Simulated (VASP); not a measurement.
Write the native input for VASP 6.6.1 that does the following.

```yaml
Task: single point
Functional: PBEsol
Potentials_or_basis: VASP PAW PBE potentials, release 64 (Hf_pv, O)
Cutoff: 520 eV
k_mesh: 8 × 8 × 8
Occupations: gaussian, width 0.05 eV
Spin: no spin polarisation
Dipole_correction: no
Further_INCAR_settings: ALGO = Normal; EDIFF = 1e-06; NBANDS = 18
```

The structure of HfO2 lies in POSCAR:

```
HfO2
1.0
    0.0000000000      2.4615937500      2.5575000000
    2.6534062500      0.0000000000      2.5575000000
    2.6534062500      2.4615937500      0.0000000000
Hf O
1 2
Direct
    0.0000000000      0.0000000000      0.0000000000
    0.2500000000      0.2500000000      0.2500000000
    0.7500000000      0.7500000000      0.7500000000
```

This cell differs from its parent crystal: strain +0.0375 x Voigt [1, -1, 0, 0, 0, 0].

These files were run (other wordings do the same):

INCAR

```
SYSTEM = HfO2
  PREC = Accurate
  ENCUT = 520
  EDIFF = 1E-6
  ISMEAR = 0
  SIGMA = 0.05
  LREAL = .False.
  LASPH = .True.
  NELM = 60
  ALGO = Normal
  ISIF = 2
  LWAVE = .False.
  LCHARG = .False.
  GGA = PS
  NBANDS = 18
```

KPOINTS

```
Automatic mesh
0
Gamma
  8 8 8
  0 0 0
```

Potentials or basis: VASP PAW PBE potentials, release 64 (Hf_pv, O).

Run with:

```sh
$ cat potpaw_PBE.64/Hf_pv/POTCAR potpaw_PBE.64/O/POTCAR > POTCAR
$ mpirun -np 1 vasp_std > vasp.out
```

Results of the run:

| Quantity | Value |
| --- | --- |
| Pressure | -13.0 GPa |
| Band gap on the k mesh | 2.81 eV, indirect (least direct gap 3.06 eV) |

Caveat: the cell differs from its parent crystal (strain +0.0375 x Voigt [1, -1, 0, 0, 0, 0]); the PAW data sets were made with another functional, which shifts forces and pressure a little; spin-orbit coupling is left out, which moves the levels of the heavy elements.

Run time: 73 s on 1 thread of AMD EPYC 7R13, on a shared host, peak memory 0.17 GiB.
